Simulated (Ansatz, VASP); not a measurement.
## Al2C: VASP beside Ansatz

```
CELL_PARAMETERS angstrom
3.09462 0.00000 0.00000
-1.54731 2.68002 0.00000
0.00000 0.00000 4.49310
ATOMIC_POSITIONS crystal
Al 0.33333 0.66667 0.23249
Al 0.66667 0.33333 0.76751
C 0.00000 0.00000 0.00000
```

Change from the starting cell: species swapped into the NiTe2 type (P-3m1, No. 164).

Alike in both runs: functional PBE; k mesh 18 × 18 × 10; occupations gaussian, width 0.1 eV; no spin polarisation.

Ansatz relaxed the structure, and its values are those at the end. VASP's run is a single point on that final structure, the one shown.

|  | VASP | Ansatz |
| --- | --- | --- |
| version | VASP 6.6.1 | Ansatz 0.2.0 |
| potentials or method | VASP PAW PBE potentials, release 64 (Al, C), cutoff 520 eV | scalar-relativistic, plane waves, PAW |
| valence electrons in the cell | 10 | 10 |

VASP gave:

* gap on the k mesh at the Fermi level (eV): none
* pressure (GPa): 0.0
* rms of the force components (eV/Å): 0.008

What did Ansatz give for the same quantities?

gap on the k mesh at the Fermi level (eV): none; pressure (GPa): 0.0; rms of the force components (eV/Å): 0.001.

A gap of «none» marks a metal or a gap that the smearing closes. With one functional, cell and mesh, what is left measures potentials, basis and numerics.
